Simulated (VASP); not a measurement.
Here is a VASP 6.6.1 calculation.

File INCAR:

```
PREC     = Accurate       # precision mode
ENCUT    = 600            # plane-wave cutoff, eV
EDIFF    = 1E-6           # SCF threshold, eV
ISMEAR   = 0              # smearing method
SIGMA    = 0.1            # smearing width, eV
LREAL    = F              # projectors in reciprocal space
LASPH    = T              # aspherical terms in the spheres
NELM     = 60             # most SCF steps
ALGO     = Normal         # electronic algorithm
ISIF     = 3              # what is computed and relaxed
LWAVE    = F              # write WAVECAR
LCHARG   = F              # write CHGCAR
GGA      = PS             # functional
IBRION   = 2              # ionic algorithm
NSW      = 80             # ionic steps
EDIFFG   = -0.015         # ionic threshold
```

The input KPOINTS:

```
Automatic mesh
0
Gamma
  6 6 6
```

Contents of POSCAR:

```
InGaP2
1.0
    3.9893554908     -3.9893554908      0.0000000000
    3.9893554908      3.9893554908      0.0000000000
    0.0000000000      0.0000000000      5.6909895147
In Ga P
2 2 4
Direct
    0.0000000000      0.0000000000      0.5000000000
    0.5000000000      0.5000000000      0.5000000000
    0.0000000000      0.5000000000      0.0000000000
    0.5000000000      0.0000000000      0.0000000000
    0.2500000000      0.2500000000      0.7711101596
    0.7500000000      0.7500000000      0.7711101596
    0.7500000000      0.2500000000      0.2288898404
    0.2500000000      0.7500000000      0.2288898404
```

Potentials or basis: VASP PAW PBE potentials, release 64 (In_d, Ga_d, P).

Command:

```sh
$ cat potpaw_PBE.64/In_d/POTCAR potpaw_PBE.64/Ga_d/POTCAR potpaw_PBE.64/P/POTCAR > POTCAR
$ mpirun -np 1 vasp_std > vasp.out
```

Predict the band gap on the k mesh.

0.90 eV.

Forces in eV/Å, atoms in the order of the input:
```
In   0.000  0.000  0.000
In   0.000  0.000  0.000
Ga   0.000  0.000  0.000
Ga   0.000  0.000  0.000
P    0.000  0.000  0.005
P    0.000  0.000  0.005
P    0.000  0.000 -0.005
P    0.000  0.000 -0.005
```

Caveat: the relaxation stopped at its first step, so nothing moved; the PAW data sets were made with another functional, which shifts forces and pressure a little; spin-orbit coupling is left out, which moves the levels of the heavy elements. A k mesh can miss the band edges.
